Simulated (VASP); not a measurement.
# H9C3Cl in VASP: notebook

H9C3Cl is run at these levels: PBE; tasks: single point, relaxation of the atoms.

All numbers are computed with VASP 6.6.1; they aren't measurements. Logs are shortened: lines on timing, memory, paths and dates and some standing lists are left out, and cuts for length are marked.

**1. The cell of the first run**

The cell holds a disordered packing, 39 atoms: a = 8.468 Å, b = 8.468 Å, c = 8.468 Å, α = 90.00°, β = 90.00°, γ = 90.00°.

**2. Single point, PBE**

File INCAR:

```
  ALGO = Normal
  EDIFF = 1E-6
  ENCUT = 520
  GGA = PE
  ISIF = 2
  ISMEAR = -1
  LASPH = T
  LCHARG = T
  LELF = T
  LREAL = Auto
  LVHAR = T
  LWAVE = F
  NBANDS = 67
  NELM = 80
  PREC = Accurate
  SIGMA = 0.02
```

File KPOINTS:

```
k-points
0
Gamma
  1 1 1
```

File POSCAR:

```
H9C3Cl
1.0
    8.4679300000      0.0000000000      0.0000000000
    0.0000000000      8.4679300000      0.0000000000
    0.0000000000      0.0000000000      8.4679300000
C H Cl
9 27 3
Direct
    0.2989757529      0.0842729393      0.7053726483
    0.2935428580      0.2107080281      0.5770492142
    0.7780376297      0.2051509733      0.1949803508
    0.8633273530      0.1521181289      0.3443185587
    0.0370323460      0.5638337729      0.9606182528
   -0.0413975117      0.7009268898      0.8736733103
    0.1897225061      0.6655032736      0.4891542928
    0.6970959074      0.2571507801      0.7889513150
    0.4831651570      0.8631356920      0.2625381590
    0.2950005419      0.1366561814      0.8239369800
    0.1975431486      0.0037231933      0.6969119837
    0.4059536417      0.0114379043      0.6978993851
    0.3010295938      0.1593027606      0.4580971715
    0.1832185262      0.2785261940      0.5830234312
    0.3909841036      0.2953655967      0.5888836533
    0.6490629901      0.1984123533      0.2072370074
    0.8069861123      0.3285826889      0.1670957595
    0.8118910943      0.1330053196      0.0923492574
    0.9919298223      0.1604971053      0.3302800866
    0.8309295759      0.2243956305      0.4471636553
    0.8360991239      0.0291319627      0.3753245516
    0.1152388279      0.6069706535      1.0546599586
   -0.0505761368      0.4851027219      1.0151349011
    0.1093601390      0.4916344082      0.8806109894
   -0.1187007652      0.6592454522      0.7781040297
   -0.1142585801      0.7734504899      0.9527411930
    0.0473644260      0.7796103332      0.8211315891
    0.1523106311      0.7892098223      0.4900475549
    0.2255265344      0.6302507847      0.3701994370
    0.0945739909      0.5895793725      0.5322096748
    0.7179778771      0.3282287792      0.8946230477
    0.6885115985      0.3329744050      0.6848639661
    0.5898408472      0.1866353557      0.8032233325
    0.5970357220      0.9246959940      0.2596654245
    0.4086639078      0.9115129175      0.3567824820
    0.5003852818      0.7363009424      0.2797215014
    0.3556827967      0.6452651637      0.6189967149
    0.8605871012      0.1243217909      0.7661329166
    0.3861012277      0.8930135446      0.0770919625
```

Potentials or basis: VASP PAW PBE potentials, release 64 (C, H, Cl).

Command:

```
> cat potpaw_PBE.64/C/POTCAR potpaw_PBE.64/H/POTCAR potpaw_PBE.64/Cl/POTCAR > POTCAR
> mpirun -np 1 vasp_gam > vasp.out
```

OUTCAR:

```text
EDIFF = 1E-6
   ENCUT = 520
   GGA = PE
   ISIF = 2
   ISMEAR = -1
   LASPH = T
   LREAL = Auto
   NELM = 80
   PREC = Accurate

 ion  position               nearest neighbor table
   1  0.299  0.084  0.705-  12 1.10  10 1.10  11 1.10   2 1.53
   2  0.294  0.211  0.577-  15 1.10  14 1.10  13 1.10   1 1.53
   3  0.778  0.205  0.195-  16 1.10  17 1.10  18 1.10   4 1.52
   4  0.863  0.152  0.344-  19 1.10  21 1.10  20 1.10   3 1.52
   5  0.037  0.564  0.961-  22 1.10  24 1.10  23 1.10   6 1.53
   6  0.959  0.701  0.874-  26 1.10  27 1.10  25 1.10   5 1.53
   7  0.190  0.666  0.489-  30 1.09  29 1.09  28 1.09  37 1.79
   8  0.697  0.257  0.789-  31 1.09  32 1.09  33 1.09  38 1.79
   9  0.483  0.863  0.263-  36 1.09  34 1.10  35 1.10  39 1.79
  10  0.295  0.137  0.824-   1 1.10
  11  0.198  0.004  0.697-   1 1.10
  12  0.406  0.011  0.698-   1 1.10
  13  0.301  0.159  0.458-   2 1.10
  14  0.183  0.279  0.583-   2 1.10
  15  0.391  0.295  0.589-   2 1.10
[... 22 lines left out ...]
  38  0.861  0.124  0.766-   8 1.79
  39  0.386  0.893  0.077-   9 1.79

  LATTYP: Found a simple cubic cell.
 ALAT       =     8.4679300000

  Lattice vectors:

 A1 = (   8.4679300000,   0.0000000000,   0.0000000000)
 A2 = (   0.0000000000,   8.4679300000,   0.0000000000)
 A3 = (   0.0000000000,   0.0000000000,   8.4679300000)

Analysis of symmetry for initial positions (statically):
=====================================================================
 Subroutine PRICEL returns:
 Original cell was already a primitive cell.

 Routine SETGRP: Setting up the symmetry group for a
 simple cubic supercell.

 Subroutine GETGRP returns: Found  1 space group operations
 (whereof  1 operations were pure point group operations)
 out of a pool of 48 trial point group operations.

The static configuration has the point symmetry C_1 .

Analysis of symmetry for dynamics (positions and initial velocities):
=====================================================================
 Subroutine PRICEL returns:
 Original cell was already a primitive cell.

 Routine SETGRP: Setting up the symmetry group for a
 simple cubic supercell.

 Subroutine GETGRP returns: Found  1 space group operations
 (whereof  1 operations were pure point group operations)
 out of a pool of 48 trial point group operations.

The dynamic configuration has the point symmetry C_1 .

 Subroutine INISYM returns: Found  1 space group operations
 (whereof  1 operations are pure point group operations),
 and found     1 'primitive' translations

----------------------------------------------------------------------------------------

                                     Primitive cell

  volume of cell :     607.2000

  direct lattice vectors                    reciprocal lattice vectors
     8.467930000  0.000000000  0.000000000     0.118092615  0.000000000  0.000000000
     0.000000000  8.467930000  0.000000000     0.000000000  0.118092615  0.000000000
     0.000000000  0.000000000  8.467930000     0.000000000  0.000000000  0.118092615

  length of vectors
     8.467930000  8.467930000  8.467930000     0.118092615  0.118092615  0.118092615

  position of ions in fractional coordinates (direct lattice)
     0.298975753  0.084272939  0.705372648
     0.293542858  0.210708028  0.577049214
     0.778037630  0.205150973  0.194980351
     0.863327353  0.152118129  0.344318559
     0.037032346  0.563833773  0.960618253
     0.958602488  0.700926890  0.873673310
[... 31 lines left out ...]
     0.860587101  0.124321791  0.766132917
     0.386101228  0.893013545  0.077091962

  ion indices of the primitive-cell ions
   primitive index   ion index
                 1           1
                 2           2
                 3           3
                 4           4
                 5           5
                 6           6
[... 31 lines left out ...]
                38          38
                39          39

----------------------------------------------------------------------------------------

 KPOINTS: k-points

Automatic generation of k-mesh.
 Grid dimensions read from file:
 generate k-points for:    1    1    1

 Generating k-lattice:

  Cartesian coordinates                     Fractional coordinates (reciprocal lattice)
     0.118092615  0.000000000  0.000000000     1.000000000  0.000000000  0.000000000
     0.000000000  0.118092615  0.000000000     0.000000000  1.000000000  0.000000000
     0.000000000  0.000000000  0.118092615     0.000000000  0.000000000  1.000000000

  Length of vectors
     0.118092615  0.118092615  0.118092615

  Shift w.r.t. Gamma in fractional coordinates (k-lattice)
     0.000000000  0.000000000  0.000000000

 Subroutine IBZKPT returns following result:
 ===========================================

 Found      1 irreducible k-points:

 Following reciprocal coordinates:
            Coordinates               Weight
  0.000000  0.000000  0.000000      1.000000
   k-points           NKPTS =      1   k-points in BZ     NKDIM =      1   number of bands    NBANDS=     67
   number of dos      NEDOS =    301   number of ions     NIONS =     39
   total plane-waves  NPLWV = 262144
   dimension x,y,z NGX =    64 NGY =   64 NGZ =   64
   dimension x,y,z NGXF=   128 NGYF=  128 NGZF=  128
   ions per type =               9  27   3
   NGX,Y,Z   is equivalent  to a cutoff of  12.56, 12.56, 12.56 a.u.
   NGXF,Y,Z  is equivalent  to a cutoff of  25.13, 25.13, 25.13 a.u.
 SYSTEM =  unknown system
   PREC   = accura    normal or accurate (medium, high low for compatibility)
   ISTART =      0    job   : 0-new  1-cont  2-samecut
   ICHARG =      2    charge: 1-file 2-atom 10-const
   ISPIN  =      1    spin polarized calculation?
   LNONCOLLINEAR =      F non collinear calculations
   LSORBIT =      F    spin-orbit coupling
   LASPH  =      T    aspherical Exc in radial PAW
   ENCUT  =  520.0 eV  38.22 Ry    6.18 a.u.  15.74 15.74 15.74*2*pi/ulx,y,z
   NELM   =     80;   NELMIN=  2; NELMDL= -5     # of ELM steps
   EDIFF  = 0.1E-05   stopping-criterion for ELM
   LREAL  =      T    real-space projection
   EDIFFG = 0.1E-04   stopping-criterion for IOM
   NSW    =      0    number of steps for IOM
   IBRION =     -1    ionic relax: 0-MD 1-quasi-New 2-CG
   NFREE  =      0    steps in history (QN), initial steepest desc. (CG)
   ISIF   =      2    stress and relaxation
   ISYM   =      2    0-nonsym 1-usesym 2-fastsym
   POTIM  = 0.5000    time-step for ionic-motion
   TEBEG  =    0.0;   TEEND  =   0.0 temperature during run
   PSTRESS=    0.0 pullay stress
   NELECT =      84.0000    total number of electrons
   NUPDOWN=      -1.0000    fix difference up-down
   EMIN   =  10.00;   EMAX   =-10.00  energy-range for DOS
   EFERMI =   0.00;   METHOD = LEGACY
   ISMEAR =    -1;   SIGMA  =   0.02  broadening in eV -4-tet -1-fermi 0-gaus
   EFERMI_NEDOS =   21; number of points for ismear=-14 and -15
   IALGO  =     38    algorithm
   IMIX   =      4    mixing-type and parameters
     AMIX     =   0.40;   BMIX     =  1.00
     AMIX_MAG =   1.60;   BMIX_MAG =  1.00
  volume/ion in A,a.u.               =      15.57       105.07
  Fermi-wavevector in a.u.,A,eV,Ry     =   0.846689  1.600011  9.753779  0.716883
  Thomas-Fermi vector in A             =   1.962076
   LORBIT       =      0    0 simple, 1 ext, 2 COOP (PROOUT), +10 PAW based schemes
   GGA     = PE    functional components
   LHFCALC =     F    Hartree Fock is set to
   AEXX    =    0.0000 exact exchange contribution
   IVDW    =     0    specifies the selected vdW correction
   LEPSILON=     F    determine dielectric tensor
   LRPA    =     F    only Hartree local field effects (RPA)
 non-spin polarized calculation
  energy-cutoff  :      520.00
  volume of cell :      607.20
 maximum number of plane-waves:      8140
 NGX is ok and might be reduce to    64
   NGX = 31   NGY = 31   NGZ = 31

 number of electron      84.0000000 magnetization

 Free energy of the ion-electron system (eV)
  ---------------------------------------------------
  ext. energy  EPLUGINS =         0.00000000
  ---------------------------------------------------
  free energy    TOTEN  =      -188.94252516 eV

  energy without entropy =     -188.94252516  energy(sigma->0) =     -188.94252516

 E-fermi :  -3.9021     XC(G=0):  -5.5327

 val. band max:       -4.3924587771   @ k =   0.0000   0.0000   0.0000
 cond. band min:       1.1596327356   @ k =   0.0000   0.0000   0.0000
 fundamental gap:      5.5520915128
 Fermi energy:        -3.9020910145

 k-point     1 :       0.0000    0.0000    0.0000
  band No.  band energies     occupation
      1     -18.7730      2.00000
      2     -18.6319      2.00000
      3     -18.5975      2.00000
      4     -15.9869      2.00000
      5     -15.9100      2.00000
      6     -15.8255      2.00000
[... 46 lines left out ...]
     53       3.8271      0.00000
     54       4.0061      0.00000
 [bands above 54 left out]

------------------------ aborting loop because EDIFF is reached ----------------------------------------

  FORCE on cell =-STRESS in cart. coord.  units (eV):
  Direction    XX          YY          ZZ          XY          YZ          ZX
  --------------------------------------------------------------------------------------
  -------------------------------------------------------------------------------------
  Total        0.1004110      0.4084010      0.7174581      0.4880557     -0.2842569     -0.0595758
  in kB        0.2649477      1.0776198      1.8931078      1.2877992     -0.7500494     -0.1571986
  external PRESSURE =       1.0785584 kB  Pullay stress =       0.0000000 kB

 VOLUME and BASIS-vectors are now :
 -----------------------------------------------------------------------------
  energy-cutoff  :      520.00
  volume of cell :      607.20
      direct lattice vectors                 reciprocal lattice vectors
     8.467930000  0.000000000  0.000000000     0.118092615  0.000000000  0.000000000
     0.000000000  8.467930000  0.000000000     0.000000000  0.118092615  0.000000000
     0.000000000  0.000000000  8.467930000     0.000000000  0.000000000  0.118092615

 POSITION                                       TOTAL-FORCE (eV/Angst)
 -----------------------------------------------------------------------------------
      2.53171      0.71362      5.97305        -0.030934      0.037215     -0.020867
      2.48570      1.78426      4.88641         0.012305     -0.003544     -0.001239
      6.58837      1.73720      1.65108         0.008953      0.029854      0.035220
      7.31060      1.28813      2.91567         0.006117     -0.006507     -0.021526
      0.31359      4.77450      8.13445        -0.008604     -0.008988     -0.008278
      8.11738      5.93540      7.39820         0.016828     -0.001882      0.014235
[... 31 lines left out ...]
      7.28739      1.05275      6.48756        -0.129711      0.145431      0.051592
      3.26948      7.56198      0.65281         0.035318     -0.016433      0.093814
 -----------------------------------------------------------------------------------
    total drift:                               -0.007091      0.012913     -0.001735

  FREE ENERGIE OF THE ION-ELECTRON SYSTEM (eV)
  ---------------------------------------------------
  free  energy   TOTEN  =      -188.9425251570 eV

  energy  without entropy=     -188.9425251570  energy(sigma->0) =     -188.94252516
```

It took 90 s on 1 thread of Intel Xeon Platinum 8259CL at 2.50GHz (Skylake/Cascade Lake), shared host; peak memory 0.54 GiB.

Results:

| Quantity | Value |
| --- | --- |
| Free energy | -188.9425 eV |
| Pressure | 0.1 GPa |
| Largest force | 0.202 eV/Å |
| Band gap on the k mesh | 5.55 eV |

Forces in eV/Å, atoms in the order of the input:
```
C   -0.031  0.037 -0.021
C    0.012 -0.004 -0.001
C    0.009  0.030  0.035
C    0.006 -0.007 -0.022
C   -0.009 -0.009 -0.008
C    0.017 -0.002  0.014
C    0.075 -0.013  0.072
C    0.069 -0.101  0.093
C    0.003  0.086 -0.024
H   -0.005  0.008  0.018
H   -0.024 -0.016 -0.006
H    0.033 -0.015 -0.015
H   -0.011 -0.015 -0.036
H   -0.047  0.005  0.011
H    0.010  0.014 -0.008
H   -0.049 -0.014  0.021
H    0.008  0.014 -0.006
H    0.026 -0.003 -0.008
H    0.047 -0.002  0.002
H   -0.010  0.011  0.012
H   -0.015 -0.038 -0.007
H    0.024  0.013  0.023
H    0.004  0.005 -0.002
H    0.005 -0.001  0.001
H   -0.022 -0.011 -0.028
H   -0.015  0.002  0.023
H    0.001 -0.001 -0.005
H   -0.006 -0.002  0.005
H   -0.002 -0.022 -0.011
H    0.002 -0.014  0.014
H    0.002  0.028 -0.023
H    0.046 -0.014 -0.087
H    0.011 -0.005 -0.028
H   -0.079 -0.065 -0.007
H    0.079 -0.042 -0.079
H    0.020  0.009  0.017
Cl  -0.091  0.024 -0.075
Cl  -0.130  0.145  0.052
Cl   0.035 -0.016  0.094
```

Stress tensor (GPa, compression positive):
```
 0.03  0.13 -0.02
 0.13  0.11 -0.08
-0.02 -0.08  0.19
```

Caveat: the k points lie up to 0.74 Å⁻¹ apart.

(Part 1 of 2 ends here.)
